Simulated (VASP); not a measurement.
# TaSi2 (P6_222) in VASP: further runs

Runs on TaSi2. Level: PBEsol+D3(BJ). Tasks: single point.

Everything below comes from runs of VASP 6.6.1. Logs are shortened: lines on timing, memory, paths and dates and some standing lists are left out, and cuts for length are marked.

## (1) The cell of the first run

Symmetry: P6_222, No. 180, hexagonal system. The conventional cell has a = 4.703 Å, b = 4.703 Å, c = 6.511 Å, α = 90.00°, β = 90.00°, γ = 120.00°. Within 3.4 Å of Ta (site symmetry 222) lie 10 Si at 2.58 to 2.77 Å and 4 Ta at 3.20 Å. Si (site symmetry 2) has 9 Si at 2.53 to 3.27 Å and 5 Ta at 2.58 to 2.77 Å within 3.3 Å.

## (2) Single point, PBEsol+D3(BJ)

INCAR reads:

```
PREC = Accurate
ENCUT = 520
EDIFF = 1E-6
ISMEAR = -1
SIGMA = 0.05
LREAL = False
LASPH = True
NELM = 80
ALGO = Normal
ISIF = 2
LWAVE = False
LCHARG = False
GGA = PS
IVDW = 12
NBANDS = 38
```

KPOINTS reads:

```
regular mesh
0
Gamma
  7 7 4
```

POSCAR reads:

```
TaSi2
1.0
    4.7026214902      0.0000000000      0.0000000000
   -2.3513107451      4.0725896749      0.0000000000
    0.0000000000      0.0000000000      6.5109431072
Ta Si
3 6
Direct
    0.0000000000      0.5000000000      0.1666666667
    0.5000000000      0.5000000000      0.8333333333
    0.5000000000      0.0000000000      0.5000000000
    0.3193317717      0.1596658858      0.1666666667
    0.1596658858      0.8403341142      0.8333333333
    0.8403341142      0.6806682283      0.5000000000
    0.6806682283      0.8403341142      0.1666666667
    0.8403341142      0.1596658858      0.8333333333
    0.1596658858      0.3193317717      0.5000000000
```

Potentials or basis: VASP PAW PBE potentials, release 64 (Ta_pv, Si).

Command:

```
cat potpaw_PBE.64/Ta_pv/POTCAR potpaw_PBE.64/Si/POTCAR > POTCAR
mpirun -np 1 vasp_std > vasp.out
```

OUTCAR:

```text
PREC = Accurate
   ENCUT = 520
   EDIFF = 1E-6
   ISMEAR = -1
   LREAL = False
   LASPH = True
   NELM = 80
   ISIF = 2
   GGA = PS
   IVDW = 12
 IVDW          = 12

 ion  position               nearest neighbor table
   1  0.000  0.500  0.167-   6 2.58   9 2.58   8 2.58   5 2.58   4 2.69   7 2.69   7 2.69   4 2.69
                             7 2.77   4 2.77   3 3.20   3 3.20   2 3.20   2 3.20
   2  0.500  0.500  0.833-   6 2.58   9 2.58   7 2.58   4 2.58   5 2.69   8 2.69   5 2.69   8 2.69
                             8 2.77   5 2.77   3 3.20   3 3.20   1 3.20   1 3.20
   3  0.500  0.000  0.500-   4 2.58   7 2.58   5 2.58   8 2.58   9 2.69   6 2.69   9 2.69   6 2.69
                             9 2.77   6 2.77   2 3.20   1 3.20   2 3.20   1 3.20
   4  0.319  0.160  0.167-   9 2.53   5 2.53   3 2.58   2 2.58   7 2.60   1 2.69   1 2.69   1 2.77
                             7 2.77   7 2.77   6 3.13   8 3.13
   5  0.160  0.840  0.833-   6 2.53   4 2.53   3 2.58   1 2.58   8 2.60   2 2.69   2 2.69   2 2.77
                             8 2.77   8 2.77   9 3.13   7 3.13
   6  0.840  0.681  0.500-   5 2.53   7 2.53   1 2.58   2 2.58   9 2.60   3 2.69   3 2.69   3 2.77
                             9 2.77   9 2.77   8 3.13   4 3.13
   7  0.681  0.840  0.167-   6 2.53   8 2.53   3 2.58   2 2.58   4 2.60   1 2.69   1 2.69   1 2.77
                             4 2.77   4 2.77   9 3.13   5 3.13
   8  0.840  0.160  0.833-   9 2.53   7 2.53   3 2.58   1 2.58   5 2.60   2 2.69   2 2.69   2 2.77
                             5 2.77   5 2.77   6 3.13   4 3.13
   9  0.160  0.319  0.500-   8 2.53   4 2.53   1 2.58   2 2.58   6 2.60   3 2.69   3 2.69   3 2.77
                             6 2.77   6 2.77   7 3.13   5 3.13

  LATTYP: Found a hexagonal cell.
 ALAT       =     4.7026214902
 C/A-ratio  =     1.3845348006

  Lattice vectors:

 A1 = (   4.7026214902,   0.0000000000,   0.0000000000)
 A2 = (  -2.3513107451,   4.0725896749,   0.0000000000)
 A3 = (   0.0000000000,   0.0000000000,   6.5109431072)

Analysis of symmetry for initial positions (statically):
=====================================================================
 Subroutine PRICEL returns:
 Original cell was already a primitive cell.

 Routine SETGRP: Setting up the symmetry group for a
 hexagonal supercell.

 Subroutine GETGRP returns: Found 12 space group operations
 (whereof  4 operations were pure point group operations)
 out of a pool of 24 trial point group operations.

The static configuration has the point symmetry D_2 .
 The point group associated with its full space group is D_6 .

Analysis of symmetry for dynamics (positions and initial velocities):
=====================================================================
 Subroutine PRICEL returns:
 Original cell was already a primitive cell.

 Routine SETGRP: Setting up the symmetry group for a
 hexagonal supercell.

 Subroutine GETGRP returns: Found 12 space group operations
 (whereof  4 operations were pure point group operations)
 out of a pool of 24 trial point group operations.

The dynamic configuration has the point symmetry D_2 .
 The point group associated with its full space group is D_6 .

 Subroutine INISYM returns: Found 12 space group operations
 (whereof  4 operations are pure point group operations),
 and found     1 'primitive' translations

----------------------------------------------------------------------------------------

                                     Primitive cell

  volume of cell :     124.6966

  direct lattice vectors                    reciprocal lattice vectors
     4.702621490  0.000000000  0.000000000     0.212647350  0.122772005  0.000000000
    -2.351310745  4.072589675  0.000000000     0.000000000  0.245544010  0.000000000
     0.000000000  0.000000000  6.510943107     0.000000000  0.000000000  0.153587581

  length of vectors
     4.702621490  4.702621490  6.510943107     0.245544010  0.245544010  0.153587581

  position of ions in fractional coordinates (direct lattice)
     1.000000000  0.500000000  0.166666667
     0.500000000  0.500000000  0.833333333
     0.500000000  0.000000000  0.500000000
     0.319331772  0.159665886  0.166666667
     0.159665886  0.840334114  0.833333333
     0.840334114  0.680668228  0.500000000
     0.680668228  0.840334114  0.166666667
     0.840334114  0.159665886  0.833333333
     0.159665886  0.319331772  0.500000000

  ion indices of the primitive-cell ions
   primitive index   ion index
                 1           1
                 2           2
                 3           3
                 4           4
                 5           5
                 6           6
                 7           7
                 8           8
                 9           9

----------------------------------------------------------------------------------------

 KPOINTS: regular mesh

Automatic generation of k-mesh.
 Grid dimensions read from file:
 generate k-points for:    7    7    4

 Generating k-lattice:

  Cartesian coordinates                     Fractional coordinates (reciprocal lattice)
     0.030378193  0.017538858  0.000000000     0.142857143 -0.000000000  0.000000000
     0.000000000  0.035077716  0.000000000     0.000000000  0.142857143  0.000000000
     0.000000000  0.000000000  0.038396895     0.000000000  0.000000000  0.250000000

  Length of vectors
     0.035077716  0.035077716  0.038396895

  Shift w.r.t. Gamma in fractional coordinates (k-lattice)
     0.000000000  0.000000000  0.000000000

 Subroutine IBZKPT returns following result:
 ===========================================

 Found     24 irreducible k-points:

 Following reciprocal coordinates:
            Coordinates               Weight
  0.000000  0.000000  0.000000      1.000000
  0.142857 -0.000000  0.000000      6.000000
  0.285714  0.000000  0.000000      6.000000
  0.428571  0.000000  0.000000      6.000000
  0.142857  0.142857  0.000000      6.000000
  0.285714  0.142857  0.000000     12.000000
[... 16 lines left out ...]
  0.428571  0.142857  0.500000      6.000000
  0.285714  0.285714  0.500000      6.000000
   k-points           NKPTS =     24   k-points in BZ     NKDIM =     24   number of bands    NBANDS=     38
   number of dos      NEDOS =    301   number of ions     NIONS =      9
   total plane-waves  NPLWV =  62208
   dimension x,y,z NGX =    36 NGY =   36 NGZ =   48
   dimension x,y,z NGXF=    72 NGYF=   72 NGZF=   96
   ions per type =               3   6
   NGX,Y,Z   is equivalent  to a cutoff of  12.73, 12.73, 12.26 a.u.
   NGXF,Y,Z  is equivalent  to a cutoff of  25.45, 25.45, 24.51 a.u.
 SYSTEM =  unknown system
   PREC   = accura    normal or accurate (medium, high low for compatibility)
   ISTART =      0    job   : 0-new  1-cont  2-samecut
   ICHARG =      2    charge: 1-file 2-atom 10-const
   ISPIN  =      1    spin polarized calculation?
   LNONCOLLINEAR =      F non collinear calculations
   LSORBIT =      F    spin-orbit coupling
   LASPH  =      T    aspherical Exc in radial PAW
   ENCUT  =  520.0 eV  38.22 Ry    6.18 a.u.   8.74  8.74 12.11*2*pi/ulx,y,z
   NELM   =     80;   NELMIN=  2; NELMDL= -5     # of ELM steps
   EDIFF  = 0.1E-05   stopping-criterion for ELM
   LREAL  =      F    real-space projection
   EDIFFG = 0.1E-04   stopping-criterion for IOM
   NSW    =      0    number of steps for IOM
   IBRION =     -1    ionic relax: 0-MD 1-quasi-New 2-CG
   NFREE  =      0    steps in history (QN), initial steepest desc. (CG)
   ISIF   =      2    stress and relaxation
   ISYM   =      2    0-nonsym 1-usesym 2-fastsym
   POTIM  = 0.5000    time-step for ionic-motion
   TEBEG  =    0.0;   TEEND  =   0.0 temperature during run
   PSTRESS=    0.0 pullay stress
   NELECT =      57.0000    total number of electrons
   NUPDOWN=      -1.0000    fix difference up-down
   EMIN   =  10.00;   EMAX   =-10.00  energy-range for DOS
   EFERMI =   0.00;   METHOD = LEGACY
   ISMEAR =    -1;   SIGMA  =   0.05  broadening in eV -4-tet -1-fermi 0-gaus
   EFERMI_NEDOS =   21; number of points for ismear=-14 and -15
   IALGO  =     38    algorithm
   IMIX   =      4    mixing-type and parameters
     AMIX     =   0.40;   BMIX     =  1.00
     AMIX_MAG =   1.60;   BMIX_MAG =  1.00
  volume/ion in A,a.u.               =      13.86        93.50
  Fermi-wavevector in a.u.,A,eV,Ry     =   1.261096  2.383126 21.638215  1.590364
  Thomas-Fermi vector in A             =   2.394573
   LORBIT       =      0    0 simple, 1 ext, 2 COOP (PROOUT), +10 PAW based schemes
   GGA     = PS    functional components
   LHFCALC =     F    Hartree Fock is set to
   AEXX    =    0.0000 exact exchange contribution
   IVDW    =    12    specifies the selected vdW correction
   LEPSILON=     F    determine dielectric tensor
   LRPA    =     F    only Hartree local field effects (RPA)
 non-spin polarized calculation
  energy-cutoff  :      520.00
  volume of cell :      124.70
 maximum number of plane-waves:      3396
 NGX is ok and might be reduce to    36
   NGX = 17   NGY = 17   NGZ = 25

 number of electron      57.0000001 magnetization

 Free energy of the ion-electron system (eV)
  ---------------------------------------------------
  ext. energy  EPLUGINS =         0.00000000
  ---------------------------------------------------
  free energy    TOTEN  =       -77.28533872 eV

  energy without entropy =      -77.26023646  energy(sigma->0) =      -77.27278759

 E-fermi :   9.7499     XC(G=0): -12.3496

 val. band max:        9.7161968465   @ k =   0.4286   0.1429   0.0000
 cond. band min:       9.7677558247   @ k =   0.2857   0.2857   0.5000
 fundamental gap:      0.0515589783
 Fermi energy:         9.7498730106

 k-point     1 :       0.0000    0.0000    0.0000
  band No.  band energies     occupation
      1     -24.4595      2.00000
      2     -24.4595      2.00000
      3     -24.4495      2.00000
      4     -24.3756      2.00000
      5     -24.3756      2.00000
      6     -24.2664      2.00000
[... 30 lines left out ...]
     37      13.8689      0.00000
     38      14.0281      0.00000

 k-point     2 :       0.1429   -0.0000    0.0000
  band No.  band energies     occupation
      1     -24.4843      2.00000
      2     -24.4640      2.00000
      3     -24.4272      2.00000
      4     -24.3781      2.00000
      5     -24.3732      2.00000
      6     -24.2712      2.00000
[... 30 lines left out ...]
     37      13.6443      0.00000
     38      13.8507      0.00000

 k-point     3 :       0.2857    0.0000    0.0000
  band No.  band energies     occupation
      1     -24.5071      2.00000
      2     -24.4734      2.00000
      3     -24.4121      2.00000
      4     -24.3839      2.00000
      5     -24.3661      2.00000
      6     -24.2738      2.00000
[... 30 lines left out ...]
     37      13.4772      0.00000
     38      14.1818      0.00000

 k-point     4 :       0.4286    0.0000    0.0000
  band No.  band energies     occupation
      1     -24.5192      2.00000
      2     -24.4802      2.00000
      3     -24.4075      2.00000
      4     -24.3886      2.00000
      5     -24.3602      2.00000
      6     -24.2738      2.00000
[... 30 lines left out ...]
     37      13.7193      0.00000
     38      14.1832      0.00000
[... 703 lines left out ...]
      4     -24.3818      2.00000
      5     -24.3256      2.00000
      6     -24.2979      2.00000
[... 30 lines left out ...]
     37      13.4825      0.00000
     38      13.8152      0.00000

 k-point    23 :       0.4286    0.1429    0.5000
  band No.  band energies     occupation
      1     -24.5082      2.00000
      2     -24.4794      2.00000
      3     -24.4605      2.00000
      4     -24.3799      2.00000
      5     -24.3249      2.00000
      6     -24.2962      2.00000
[... 30 lines left out ...]
     37      13.0308      0.00000
     38      13.6476      0.00000

 k-point    24 :       0.2857    0.2857    0.5000
  band No.  band energies     occupation
      1     -24.5053      2.00000
      2     -24.4762      2.00000
      3     -24.4753      2.00000
      4     -24.3623      2.00000
      5     -24.3391      2.00000
      6     -24.2933      2.00000
[... 30 lines left out ...]
     37      13.3562      0.00000
     38      13.7064      0.00000

------------------------ aborting loop because EDIFF is reached ----------------------------------------

 Edisp (eV)   -4.98794

 E8    (eV) :    -3.4115

  FORCE on cell =-STRESS in cart. coord.  units (eV):
  Direction    XX          YY          ZZ          XY          YZ          ZX
  --------------------------------------------------------------------------------------
  -------------------------------------------------------------------------------------
  Total       0.25761     0.25761     0.33338     0.00000     0.00000     0.00000
  in kB       3.30992     3.30992     4.28346     0.00000     0.00000     0.00000
  external pressure =        3.63 kB  Pullay stress =        0.00 kB

 VOLUME and BASIS-vectors are now :
 -----------------------------------------------------------------------------
  energy-cutoff  :      520.00
  volume of cell :      124.70
      direct lattice vectors                 reciprocal lattice vectors
     4.702621490  0.000000000  0.000000000     0.212647350  0.122772005  0.000000000
    -2.351310745  4.072589675  0.000000000     0.000000000  0.245544010  0.000000000
     0.000000000  0.000000000  6.510943107     0.000000000  0.000000000  0.153587581

 POSITION                                       TOTAL-FORCE (eV/Angst)
 -----------------------------------------------------------------------------------
     -1.17566      2.03629      1.08516         0.000000     -0.000000     -0.000000
      1.17566      2.03629      5.42579         0.000000     -0.000000      0.000000
      2.35131      0.00000      3.25547         0.000000     -0.000000     -0.000000
      1.12627      0.65025      1.08516        -0.002299     -0.001328     -0.000000
     -1.22504      3.42234      5.42579        -0.002299      0.001328     -0.000000
      2.35131      2.77208      3.25547         0.000000      0.002655     -0.000000
      1.22504      3.42234      1.08516         0.002299      0.001328     -0.000000
      3.57635      0.65025      5.42579         0.002299     -0.001328      0.000000
     -0.00000      1.30051      3.25547         0.000000     -0.002655     -0.000000
 -----------------------------------------------------------------------------------
    total drift:                               -0.000000      0.000000     -0.000000

  FREE ENERGIE OF THE ION-ELECTRON SYSTEM (eV)
  ---------------------------------------------------
  free  energy   TOTEN  =       -82.2732766877 eV

  energy  without entropy=      -82.2481744248  energy(sigma->0) =      -82.26072556
```

It took 100 s on 1 thread of Intel Xeon Platinum 8375C at 2.90GHz (Ice Lake), shared host; peak memory 0.29 GiB.

What came out:

| Item | Value |
| --- | --- |
| Free energy | -82.2733 eV |
| Pressure | 0.4 GPa |
| Dispersion energy per atom | -0.554 eV |

Forces on the atoms (eV/Å):
```
Ta   0.000  0.000  0.000
Ta   0.000  0.000  0.000
Ta   0.000  0.000  0.000
Si  -0.002 -0.001  0.000
Si  -0.002  0.001  0.000
Si   0.000  0.003  0.000
Si   0.002  0.001  0.000
Si   0.002 -0.001  0.000
Si   0.000 -0.003  0.000
```

Stress tensor (GPa, compression positive):
```
0.33 0.00 0.00
0.00 0.33 0.00
0.00 0.00 0.43
```

Caveat: the PAW data sets were made with another functional, which shifts forces and pressure a little; spin-orbit coupling is left out, which moves the levels of the heavy elements; pairwise dispersion overbinds metals, which lowers pressure and volume.

## (3) Single point, PBEsol+D3(BJ)

This run uses another cell than the first one, of 13.93 Å³/atom, 1.005 times its volume.

INCAR reads:

```
PREC = Accurate ; ENCUT = 520
EDIFF = 1E-6 ; ISMEAR = -1
SIGMA = 0.05 ; LREAL = False
LASPH = True ; NELM = 100
ALGO = Normal ; ISIF = 2
LWAVE = False ; LCHARG = True
GGA = PS ; IVDW = 12
LELF = True ; LVHAR = True
NBANDS = 38
```

KPOINTS is that of step 2.

POSCAR reads:

```
TaSi2
1.0
    4.7119165282      0.0000000000      0.0000000000
   -2.3559582641      4.0806394139      0.0000000000
    0.0000000000      0.0000000000      6.5205622682
Ta Si
3 6
Direct
    0.0000000000      0.5000000000      0.1666666667
    0.5000000000      0.5000000000      0.8333333333
    0.5000000000      0.0000000000      0.5000000000
    0.3193152006      0.1596576003      0.1666666667
    0.1596576003      0.8403423997      0.8333333333
    0.8403423997      0.6806847994      0.5000000000
    0.6806847994      0.8403423997      0.1666666667
    0.8403423997      0.1596576003      0.8333333333
    0.1596576003      0.3193152006      0.5000000000
```

Potentials or basis: VASP PAW PBE potentials, release 64 (Ta_pv, Si).

Command:

```
cat potpaw_PBE.64/Ta_pv/POTCAR potpaw_PBE.64/Si/POTCAR > POTCAR
mpirun -np 1 vasp_std > vasp.out
```

It took 99 s on 1 thread of Intel Xeon Platinum 8375C at 2.90GHz (Ice Lake), shared host; peak memory 0.29 GiB.

The run converged. Its results:

| Property | Result |
| --- | --- |
| Free energy | -82.2725 eV |
| Pressure | -0.8 GPa |
| Dispersion energy per atom | -0.551 eV |

Forces on the atoms (eV/Å):
```
Ta   0.000  0.000  0.000
Ta   0.000  0.000  0.000
Ta   0.000  0.000  0.000
Si  -0.003 -0.001  0.000
Si  -0.003  0.001  0.000
Si   0.000  0.003  0.000
Si   0.003  0.001  0.000
Si   0.003 -0.001  0.000
Si   0.000 -0.003  0.000
```

Stress tensor (GPa, compression positive):
```
-0.81  0.00  0.00
 0.00 -0.81  0.00
 0.00  0.00 -0.71
```

Levels at points of the mesh, in eV from the Fermi level:
| k point | band 26 | band 27 | band 28 | band 29 | band 30 | band 31 | band 32 | band 33 |
| --- | --- | --- | --- | --- | --- | --- | --- | --- |
| (0.00, 0.00, 0.00) | -2.37 | -2.26 | -2.26 | -1.47 | 0.68 | 3.11 | 3.11 | 3.69 |
| (0.00, 0.00, 0.50) | -1.92 | -1.76 | -1.76 | 1.10 | 1.10 | 2.84 | 2.84 | 3.57 |

Caveat: three body term missing; the PAW data sets were made with another functional, which shifts forces and pressure a little; spin-orbit coupling is left out, which moves the levels of the heavy elements; pairwise dispersion overbinds metals, which lowers pressure and volume.
